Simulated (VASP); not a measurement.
Input of a VASP 6.6.1 run:

INCAR

```
PREC = Accurate
ENCUT = 520
EDIFF = 1E-7
ISMEAR = 0
SIGMA = 0.1
LREAL = F
LASPH = T
NELM = 80
ALGO = Normal
ISIF = 2
LWAVE = F
LCHARG = T
GGA = PE
LELF = T
LVHAR = T
NBANDS = 36
```

File KPOINTS:

```
Automatic mesh
0
Gamma
  6 6 4
```

POSCAR

```
NaAu
1.0
    5.4326183077      0.0000000000      0.0000000000
   -2.7163091538      4.7047854635      0.0000000000
    0.0000000000      0.0000000000      4.3831352255
Na Au
3 3
Direct
    0.5000000000      0.0000000000      0.0000000000
    0.5000000000      0.5000000000      0.0000000000
    0.0000000000      0.5000000000      0.0000000000
    0.0000000000      0.0000000000      0.0000000000
    0.3333333333      0.6666666667      0.5000000000
    0.6666666667      0.3333333333      0.5000000000
```

Potentials or basis: VASP PAW PBE potentials, release 64 (Na_pv, Au).

The run is started by

```bash
$ cat potpaw_PBE.64/Na_pv/POTCAR potpaw_PBE.64/Au/POTCAR > POTCAR
$ mpirun -np 1 vasp_std > vasp.out
```

(1) What does it give for the band gap on the k mesh?

(2) Estimate the pressure.

Answers

(1) zero (bands 27 and 28 overlap by 2.20 eV).

(2) 16.4 GPa.

Caveat: the cell stands under pressure; spin-orbit coupling is left out, which moves the levels of the heavy elements.
